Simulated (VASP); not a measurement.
# P: single point with PBE

Crystal: P.

```xyz
1
Lattice="4.2729 0.0000 0.0000 0.0000 4.2729 0.0000 0.0000 0.0000 4.3780" Properties=species:S:1:pos:R:3 pbc="T T T"
P     0.0000    0.0000    0.0000
```

- Program: VASP 6.6.1
- Task: single point
- Functional: PBE
- Potentials or basis: VASP PAW PBE potentials, release 64 (P)
- Cutoff: 520 eV
- k mesh: 8 × 8 × 8
- Occupations: fermi-dirac, width 0.03 eV
- Spin: no spin polarisation
- Dipole correction: no
- Further INCAR settings: ALGO = Normal; EDIFF = 1e-06; NBANDS = 8

```
Pressure               : -3.6 GPa
Band gap on the k mesh : zero (an odd number of electrons rules out a gap without spin polarisation)
```

Stress tensor (GPa, compression positive):
```
-3.73  0.00  0.00
 0.00 -3.73  0.00
 0.00  0.00 -3.36
```

Levels at points of the mesh, in eV from the Fermi level:
```
           k point  band 1  band 2  band 3  band 4  band 5  band 6
(0.00, 0.00, 0.00)   -8.76    0.44    0.55    0.55    4.73    7.52
(0.50, 0.00, 0.00)   -8.59   -0.81    0.59    0.69    6.60    7.64
(0.50, 0.50, 0.00)   -8.43   -0.52   -0.52    0.72    5.95    8.19
(0.00, 0.00, 0.50)   -8.62   -0.77    0.67    0.67    6.57    7.56
(0.50, 0.00, 0.50)   -8.46   -0.56   -0.47    0.80    5.93    8.19
(0.50, 0.50, 0.50)   -8.32   -0.32   -0.32   -0.23    6.95    7.05
```

It took 31 s on 1 thread of Intel Xeon 8259CL, with other jobs on the host, peak memory 0.19 GiB.

Caveat: the cell stands under tension.
